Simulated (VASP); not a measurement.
# GeSb2Te4: single point with PBEsol

GeSb2Te4:

```
CELL_PARAMETERS angstrom
2.11728 1.22241 13.47767
-2.11728 1.22241 13.47767
0.00000 -2.44482 13.47767
ATOMIC_POSITIONS crystal
Ge 0.57050 0.57050 0.57050
Sb 0.42821 0.42821 0.42821
Sb 0.99692 0.99692 0.99692
Te 0.86885 0.86885 0.86885
Te 0.13714 0.13714 0.13714
Te 0.71145 0.71145 0.71145
Te 0.28693 0.28693 0.28693
```

```json
{
  "Program": "VASP 6.6.1",
  "Task": "single point",
  "Functional": "PBEsol",
  "Potentials or basis": "VASP PAW PBE potentials, release 64 (Ge_d, Sb, Te)",
  "Cutoff": "520 eV",
  "k mesh": "9 × 9 × 9",
  "Occupations": "gaussian, width 0.02 eV",
  "Spin": "no spin polarisation"
}
```

```json
{
  "Pressure": "0.1 GPa",
  "Largest force": "0.039 eV/Å",
  "Band gap on the k mesh": "0.23 eV (least direct gap 0.27 eV)"
}
```

Forces in eV/Å, atoms in the order of the input:
```
Ge   0.000  0.000  0.013
Sb   0.000  0.000 -0.036
Sb   0.000  0.000  0.017
Te   0.000  0.000 -0.017
Te   0.000  0.000  0.039
Te   0.000  0.000  0.006
Te   0.000  0.000 -0.021
```

Levels at points of the mesh, in eV from the valence-band top:
```
           k point  band 22  band 23  band 24  band 25  band 26  band 27
(0.00, 0.00, 0.00)    -1.43    -0.94    -0.12     0.41     0.41     0.62
```

Run time: 75 min on 1 thread of Intel(R) Xeon(R) 6975P-C (Granite Rapids) (shared host), peak memory 2.3 GiB.

Caveat: the PAW data sets were made with another functional, which shifts forces and pressure a little; spin-orbit coupling is left out, which moves the levels of the heavy elements. A k mesh can miss the band edges.
